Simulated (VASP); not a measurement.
# Pt (R-3m) in VASP: single point with PBE

Aim: the single point of Pt with PBE.

Everything below comes from runs of VASP 6.6.1. Logs are shortened: lines on timing, memory, paths and dates and some standing lists are left out, and cuts for length are marked.

## 1. The cell of the first run

The typed cell holds 3 atoms: a = 2.807 Å, b = 2.807 Å, c = 6.878 Å, α = 90.00°, β = 90.00°, γ = 120.00°.

## 2. Single point, PBE

INCAR reads:

```
SYSTEM = Pt
PREC = Accurate
ENCUT = 520
EDIFF = 1E-6
ISMEAR = 0
SIGMA = 0.1
LREAL = .False.
LASPH = .True.
NELM = 100
ALGO = Fast
ISIF = 2
LWAVE = .False.
LCHARG = .False.
GGA = PE
NBANDS = 22
```

KPOINTS reads:

```
regular mesh
0
Gamma
  18 18 7
  0 0 0
```

POSCAR reads:

```
Pt
1.0
    2.8068934731      0.0000000000      0.0000000000
   -1.4034467365      2.4308410534      0.0000000000
    0.0000000000      0.0000000000      6.8784702196
Pt
3
Direct
    0.0000000000      0.0000000000      0.0000000000
    0.3333333333      0.6666666667      0.3333333333
    0.6666666667      0.3333333333      0.6666666667
```

Potentials or basis: VASP PAW PBE potentials, release 64 (Pt).

Run with:

```
cat potpaw_PBE.64/Pt/POTCAR > POTCAR
mpirun -np 1 vasp_std > vasp.out
```

OUTCAR:

```text
SYSTEM = Pt
   PREC = Accurate
   ENCUT = 520
   EDIFF = 1E-6
   ISMEAR = 0
   LREAL = .False.
   LASPH = .True.
   NELM = 100
   ISIF = 2
   GGA = PE

 ion  position               nearest neighbor table
   1  0.000  0.000  0.000-   2 2.81   3 2.81   2 2.81   3 2.81   3 2.81   2 2.81
   2  0.333  0.667  0.333-   1 2.81   1 2.81   1 2.81   3 2.81   3 2.81   3 2.81
   3  0.667  0.333  0.667-   1 2.81   1 2.81   1 2.81   2 2.81   2 2.81   2 2.81

  LATTYP: Found a hexagonal cell.
 ALAT       =     2.8068934731
 C/A-ratio  =     2.4505633311

  Lattice vectors:

 A1 = (   2.8068934731,   0.0000000000,   0.0000000000)
 A2 = (  -1.4034467365,   2.4308410534,   0.0000000000)
 A3 = (   0.0000000000,   0.0000000000,   6.8784702196)

Analysis of symmetry for initial positions (statically):
=====================================================================
 Subroutine PRICEL returns following result:

  LATTYP: Found a trigonal (rhomboedric) cell.
 ALAT       =     2.8077136894
 COS(alpha) =     0.5002920870

  Lattice vectors:

 A1 = (   1.4034467364,  -0.8102803511,   2.2928234063)
 A2 = (  -0.0000000001,   1.6205607023,   2.2928234063)
 A3 = (  -1.4034467363,  -0.8102803513,   2.2928234070)

   3 primitive cells build up your supercell.

 Routine SETGRP: Setting up the symmetry group for a
 hexagonal supercell.

 Subroutine GETGRP returns: Found 12 space group operations
 (whereof 12 operations were pure point group operations)
 out of a pool of 24 trial point group operations.

The static configuration has the point symmetry D_3d.

Analysis of symmetry for dynamics (positions and initial velocities):
=====================================================================
 Subroutine PRICEL returns following result:

  LATTYP: Found a trigonal (rhomboedric) cell.
 ALAT       =     2.8077136894
 COS(alpha) =     0.5002920870

  Lattice vectors:

 A1 = (   1.4034467364,  -0.8102803511,   2.2928234063)
 A2 = (  -0.0000000001,   1.6205607023,   2.2928234063)
 A3 = (  -1.4034467363,  -0.8102803513,   2.2928234070)

   3 primitive cells build up your supercell.

 Routine SETGRP: Setting up the symmetry group for a
 hexagonal supercell.

 Subroutine GETGRP returns: Found 12 space group operations
 (whereof 12 operations were pure point group operations)
 out of a pool of 24 trial point group operations.

The dynamic configuration has the point symmetry D_3d.

 Subroutine INISYM returns: Found 12 space group operations
 (whereof 12 operations are pure point group operations),
 and found     3 'primitive' translations

----------------------------------------------------------------------------------------

                                     Primitive cell

  volume of cell :      15.6442

  direct lattice vectors                    reciprocal lattice vectors
     1.403446736 -0.810280351  2.292823406     0.356265747 -0.205690125  0.145381163
    -0.000000000  1.620560702  2.292823406     0.000000000  0.411380250  0.145381163
    -1.403446736 -0.810280351  2.292823407    -0.356265747 -0.205690125  0.145381163

  length of vectors
     2.807713689  2.807713690  2.807713690     0.436313411  0.436313411  0.436313411

  position of ions in fractional coordinates (direct lattice)
     0.000000000  0.000000000  0.000000000

  ion indices of the primitive-cell ions
   primitive index   ion index
                 1           1

----------------------------------------------------------------------------------------

 KPOINTS: regular mesh

Automatic generation of k-mesh.
 Grid dimensions read from file:
 generate k-points for:   18   18    7

 Generating k-lattice:

  Cartesian coordinates                     Fractional coordinates (reciprocal lattice)
     0.019792542  0.011427229  0.000000000     0.055555556  0.000000000  0.000000000
     0.000000000  0.022854458  0.000000000     0.000000000  0.055555556  0.000000000
     0.000000000  0.000000000  0.020768738     0.000000000  0.000000000  0.142857143

  Length of vectors
     0.022854458  0.022854458  0.020768738

  Shift w.r.t. Gamma in fractional coordinates (k-lattice)
     0.000000000  0.000000000  0.000000000

 Subroutine IBZKPT returns following result:
 ===========================================

 Found    229 irreducible k-points:

 Following reciprocal coordinates:
            Coordinates               Weight
  0.000000  0.000000  0.000000      1.000000
  0.055556  0.000000  0.000000      6.000000
  0.111111  0.000000  0.000000      6.000000
  0.166667  0.000000  0.000000      6.000000
  0.222222 -0.000000  0.000000      6.000000
  0.277778  0.000000  0.000000      6.000000
[... 16 lines left out ...]
  0.333333  0.111111  0.000000     12.000000
  0.388889  0.111111  0.000000     12.000000
 [... further k-points ...]
   k-points           NKPTS =    229   k-points in BZ     NKDIM =    229   number of bands    NBANDS=     22
   number of dos      NEDOS =    301   number of ions     NIONS =      3
   total plane-waves  NPLWV =  31104
   dimension x,y,z NGX =    24 NGY =   24 NGZ =   54
   dimension x,y,z NGXF=    48 NGYF=   48 NGZF=  108
   ions per type =               3
   NGX,Y,Z   is equivalent  to a cutoff of  14.21, 14.21, 13.05 a.u.
   NGXF,Y,Z  is equivalent  to a cutoff of  28.43, 28.43, 26.10 a.u.
 SYSTEM =  Pt
   PREC   = accura    normal or accurate (medium, high low for compatibility)
   ISTART =      0    job   : 0-new  1-cont  2-samecut
   ICHARG =      2    charge: 1-file 2-atom 10-const
   ISPIN  =      1    spin polarized calculation?
   LNONCOLLINEAR =      F non collinear calculations
   LSORBIT =      F    spin-orbit coupling
   LASPH  =      T    aspherical Exc in radial PAW
   ENCUT  =  520.0 eV  38.22 Ry    6.18 a.u.   5.22  5.22 12.79*2*pi/ulx,y,z
   NELM   =    100;   NELMIN=  2; NELMDL= -5     # of ELM steps
   EDIFF  = 0.1E-05   stopping-criterion for ELM
   LREAL  =      F    real-space projection
   EDIFFG = 0.1E-04   stopping-criterion for IOM
   NSW    =      0    number of steps for IOM
   IBRION =     -1    ionic relax: 0-MD 1-quasi-New 2-CG
   NFREE  =      0    steps in history (QN), initial steepest desc. (CG)
   ISIF   =      2    stress and relaxation
   ISYM   =      2    0-nonsym 1-usesym 2-fastsym
   POTIM  = 0.5000    time-step for ionic-motion
   TEBEG  =    0.0;   TEEND  =   0.0 temperature during run
   PSTRESS=    0.0 pullay stress
   NELECT =      30.0000    total number of electrons
   NUPDOWN=      -1.0000    fix difference up-down
   EMIN   =  10.00;   EMAX   =-10.00  energy-range for DOS
   EFERMI =   0.00;   METHOD = LEGACY
   ISMEAR =     0;   SIGMA  =   0.10  broadening in eV -4-tet -1-fermi 0-gaus
   EFERMI_NEDOS =   21; number of points for ismear=-14 and -15
   IALGO  =     68    algorithm
   IMIX   =      4    mixing-type and parameters
     AMIX     =   0.40;   BMIX     =  1.00
     AMIX_MAG =   1.60;   BMIX_MAG =  1.00
  volume/ion in A,a.u.               =      15.64       105.57
  Fermi-wavevector in a.u.,A,eV,Ry     =   1.410232  2.664951 27.058632  1.988753
  Thomas-Fermi vector in A             =   2.532207
   LORBIT       =      0    0 simple, 1 ext, 2 COOP (PROOUT), +10 PAW based schemes
   GGA     = PE    functional components
   LHFCALC =     F    Hartree Fock is set to
   AEXX    =    0.0000 exact exchange contribution
   IVDW    =     0    specifies the selected vdW correction
   LEPSILON=     F    determine dielectric tensor
   LRPA    =     F    only Hartree local field effects (RPA)
 non-spin polarized calculation
 RMM-DIIS sequential band-by-band and
 Gauss-broadening in eV      SIGMA  =   0.10
  energy-cutoff  :      520.00
  volume of cell :       46.93
 maximum number of plane-waves:      1300
 NGX is ok and might be reduce to    24
   NGX = 11   NGY = 11   NGZ = 25

 number of electron      29.9999998 magnetization

 Free energy of the ion-electron system (eV)
  ---------------------------------------------------
  ext. energy  EPLUGINS =         0.00000000
  ---------------------------------------------------
  free energy    TOTEN  =       -18.30501315 eV

  energy without entropy =      -18.27267553  energy(sigma->0) =      -18.28884434

 E-fermi :  10.5708     XC(G=0): -13.2711

 val. band max:       10.5697272510   @ k =   0.5000  -0.0000   0.1429
 cond. band min:      10.5707947582   @ k =   0.3889   0.0000   0.1429
 fundamental gap:      0.0010675072
 Fermi energy:        10.5707806400

 k-point     1 :       0.0000    0.0000    0.0000
  band No.  band energies     occupation
      1       0.7634      2.00000
      2       3.4300      2.00000
      3       3.4300      2.00000
      4       7.0018      2.00000
      5       7.0057      2.00000
      6       7.0057      2.00000
[... 14 lines left out ...]
     21      25.3090      0.00000
     22      25.9879      0.00000

 k-point     2 :       0.0556    0.0000    0.0000
  band No.  band energies     occupation
      1       0.8704      2.00000
      2       3.5308      2.00000
      3       3.5346      2.00000
      4       6.9525      2.00000
      5       7.0452      2.00000
      6       7.0535      2.00000
[... 14 lines left out ...]
     21      25.4724      0.00000
     22      26.1178      0.00000

 k-point     3 :       0.1111    0.0000    0.0000
  band No.  band energies     occupation
      1       1.1841      2.00000
      2       3.8072      2.00000
      3       3.8421      2.00000
      4       6.7889      2.00000
      5       6.8078      2.00000
      6       6.8564      2.00000
[... 14 lines left out ...]
     21      25.9266      0.00000
     22      26.3125      0.00000
[... 476 lines left out ...]
 k-point    23 :       0.3333    0.1111    0.0000
  band No.  band energies     occupation
      1       4.2901      2.00000
      2       4.3219      2.00000
      3       4.7218      2.00000
      4       4.9510      2.00000
      5       6.0334      2.00000
      6       6.5916      2.00000
[... 14 lines left out ...]
     21      20.5010      0.00000
     22      22.1227      0.00000

 k-point    24 :       0.3889    0.1111    0.0000
  band No.  band energies     occupation
      1       4.1608      2.00000
      2       4.4993      2.00000
      3       4.5853      2.00000
      4       4.7760      2.00000
      5       6.0947      2.00000
      6       6.4703      2.00000
[... 14 lines left out ...]
     21      18.7955      0.00000
     22      21.6011      0.00000

 [... further k-points ...]
[... 5 lines left out ...]
  --------------------------------------------------------------------------------------
  -------------------------------------------------------------------------------------
  Total       -0.1470543     -0.1470543     -0.1435015     -0.0000000      0.0000000     -0.0000000
  in kB       -5.0201168     -5.0201168     -4.8988349     -0.0000000      0.0000000     -0.0000000
  external PRESSURE =      -4.9796895 kB  Pullay stress =       0.0000000 kB

 VOLUME and BASIS-vectors are now :
 -----------------------------------------------------------------------------
  energy-cutoff  :      520.00
  volume of cell :       46.93
      direct lattice vectors                 reciprocal lattice vectors
     2.806893473  0.000000000  0.000000000     0.356265747  0.205690125  0.000000000
    -1.403446737  2.430841053  0.000000000     0.000000000  0.411380250  0.000000000
     0.000000000  0.000000000  6.878470220     0.000000000  0.000000000  0.145381163

 POSITION                                       TOTAL-FORCE (eV/Angst)
 -----------------------------------------------------------------------------------
      0.00000      0.00000      0.00000         0.000000      0.000000     -0.000000
     -0.00000      1.62056      2.29282        -0.000000      0.000000     -0.000000
      1.40345      0.81028      4.58565         0.000000     -0.000000      0.000000
 -----------------------------------------------------------------------------------
    total drift:                               -0.000000      0.000000      0.000000

  FREE ENERGIE OF THE ION-ELECTRON SYSTEM (eV)
  ---------------------------------------------------
  free  energy   TOTEN  =       -18.3050131499 eV

  energy  without entropy=      -18.2726755293  energy(sigma->0) =      -18.28884434
```

It took 2.1 min on 1 thread of AMD EPYC 9R45 (Zen 5), shared host; peak memory 0.28 GiB.

Results:

- Free energy: -18.3050 eV
- Pressure: -0.5 GPa
- Band gap on the k mesh: zero (bands 15 and 16 overlap by 1.67 eV)

Caveat: spin-orbit coupling is left out, which moves the levels of the heavy elements.
